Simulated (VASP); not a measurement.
Crystal: HfO2.

```
CELL_PARAMETERS angstrom
5.08032 0.00000 0.00000
0.00000 5.16487 0.00000
0.00000 0.00000 4.89088
ATOMIC_POSITIONS crystal
Hf 0.22259 0.78180 0.27207
Hf 0.72259 0.71820 0.72793
Hf 0.77741 0.21820 0.27207
Hf 0.27741 0.28180 0.72793
O 0.18682 0.16365 0.10453
O 0.68682 0.33635 0.89547
O 0.81318 0.83635 0.10453
O 0.31318 0.66365 0.89547
O 0.00000 0.50000 0.48905
O 0.50000 0.00000 0.51095
O 0.00000 0.00000 0.57562
O 0.50000 0.50000 0.42438
```

Base run:

| Property | Result |
| --- | --- |
| Program | VASP 6.6.1 |
| Functional | PBE |
| Potentials or basis | VASP PAW PBE potentials, release 64 (Hf_pv, O) |
| Cutoff | 520 eV |
| k mesh | 4 × 4 × 5 |
| Occupations | fermi-dirac, width 0.05 eV |
| Spin | no spin polarisation |

Its results: band gap on the k mesh 3.91 eV; pressure 6.5 GPa; largest force 0.106 eV/Å.

Q: The run is repeated on the same cell with these changes: functional from PBE to revPBE. What comes out?

A: Band gap on the k mesh 3.96 eV; pressure 10.3 GPa; largest force 0.140 eV/Å.

revPBE binds less tightly than PBE, so the same cell stands under more pressure.

Caveats: the cell stands under pressure; spin-orbit coupling is left out, which moves the levels of the heavy elements; an odd mesh through Γ misses points on the zone boundary, where band edges can lie; the PAW data sets were made with another functional, which shifts forces and pressure a little (at least some runs).
